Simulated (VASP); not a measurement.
Crystal: B4AsN3.

```xyz
8
Lattice="2.7723 0.0000 0.0000 0.0000 5.6249 0.0000 0.0000 0.0000 3.9057" Properties=species:S:1:pos:R:3 pbc="T T T"
N     0.0000    1.2606    0.0085
N     1.3861    0.0000    1.9952
N     0.0000    4.3644    0.0085
B     1.3861    1.1793    3.0248
B     0.0000    0.0000    1.0409
B     1.3861    4.4457    3.0248
B     0.0000    2.8125    0.6662
As    1.3861    2.8125    1.9481
```

Base run:

- Program: VASP 6.6.1
- Functional: r2SCAN
- Potentials or basis: VASP PAW PBE potentials, release 64 (N, B, As)
- Cutoff: 520 eV
- k mesh: 10 × 4 × 6
- Occupations: fermi-dirac, width 0.02 eV
- Spin: no spin polarisation

Its results: band gap on the k mesh zero (bands 16 and 17 overlap by 0.11 eV); pressure 1.0 GPa; largest force 0.135 eV/Å.

Q: The run is repeated on the same cell with these changes: functional from r2SCAN to PBE. What comes out?

A: Band gap on the k mesh zero (bands 16 and 17 overlap by 0.11 eV); pressure 4.0 GPa; largest force 0.639 eV/Å.

Caveats: semilocal functionals underestimate gaps, so a narrow gap can read as zero; the PAW data sets were made with another functional, which shifts forces and pressure a little (at least some runs); the cell stands under pressure (at least some runs).
